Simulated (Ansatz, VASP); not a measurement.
## BaS in VASP and in Ansatz

INCAR

```
ALGO = Normal ; EDIFF = 1E-6
ENCUT = 520 ; GGA = PE
ISIF = 2 ; ISMEAR = 0
LASPH = T ; LCHARG = T
LELF = T ; LREAL = F
LVHAR = T ; LWAVE = F
NBANDS = 15 ; NELM = 100
PREC = Accurate ; SIGMA = 0.02
```

KPOINTS

```
k-points
0
Gamma
  8 8 8
```

POSCAR

```
BaS
1.0
    0.0000000000      3.2462204208      3.2462204208
    3.2462204208      0.0000000000      3.2462204208
    3.2462204208      3.2462204208      0.0000000000
Ba S
1 1
Direct
    0.0000000000      0.0000000000      0.0000000000
    0.5000000000      0.5000000000      0.5000000000
```

Input for Ansatz:

```yaml
crystal:
  lattice:
    - [0.0, 3.2462204208, 3.2462204208]
    - [3.2462204208, 0.0, 3.2462204208]
    - [3.2462204208, 3.2462204208, 0.0]
  atoms:
    - { symbol: Ba, position: [0.0, 0.0, 0.0] }
    - { symbol: S, position: [0.5, 0.5, 0.5] }
basis:
  ecutwfc: 420
kpoints:
  mp_grid: { grid: [8, 8, 8] }
hamiltonian:
  xc: pbe
scf:
  occupations: { method: gaussian, width: 0.02 }
output:
  forces: true
  stress: true
  eigenvalues: true
```

Alike in both runs: task single point; functional PBE; k mesh 8 × 8 × 8; occupations gaussian, width 0.02 eV; no spin polarisation.

|  | VASP | Ansatz |
| --- | --- | --- |
| version | VASP 6.6.1 | Ansatz 0.2.0 |
| potentials or method | VASP PAW PBE potentials, release 64 (Ba_sv, S), cutoff 520 eV | scalar-relativistic, plane waves, PAW |
| valence electrons in the cell | 16 | 16 |

|  | VASP | Ansatz | Ansatz less VASP |
| --- | --- | --- | --- |
| gap on the k mesh at the Fermi level (eV) | 2.18 | 2.27 | +0.089 |
| least direct gap on the mesh (eV) | 2.34 | 2.40 | +0.061 |
| pressure (GPa) | -0.7 | -1.2 | -0.49 |

Spin-orbit coupling is off throughout.
